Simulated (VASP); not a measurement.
CuO:

```
Cu O
1.0
     2.83633    0.00000    0.00000
    -1.41816    2.45633    0.00000
     0.00000    0.00000    2.76811
Cu O
1 1
Direct
  0.00000 0.00000 0.00000
  0.66667 0.33333 0.50000
```

Base run:

- Program: VASP 6.6.1
- Functional: r2SCAN
- Potentials or basis: VASP PAW PBE potentials, release 64 (Cu, O)
- Cutoff: 520 eV
- k mesh: 11 × 11 × 10
- Occupations: fermi-dirac, width 0.05 eV
- Spin: no spin polarisation

Its results: band gap on the k mesh zero (an odd number of electrons rules out a gap without spin polarisation); pressure -7.1 GPa.

Question: The run is repeated on the same cell with these changes: hubbard terms from none to Cu d U = 5.3 eV. What comes out?

Answer: Band gap on the k mesh zero (an odd number of electrons rules out a gap without spin polarisation); pressure -10.1 GPa.

Caveats: the PAW data sets were made with another functional, which shifts forces and pressure a little; an odd number of electrons without spin polarisation forces a metal; a magnetic or distorted state may lie lower; the stress differs along the axes, from -16 to -3 GPa (at least some runs); semilocal functionals often make such compounds metallic where correlation or magnetic order opens a gap, which also shifts bond lengths (at least some runs); the stress differs along the axes, from -20 to -5 GPa (at least some runs); U without spin polarisation on a metal has little footing (at least some runs).
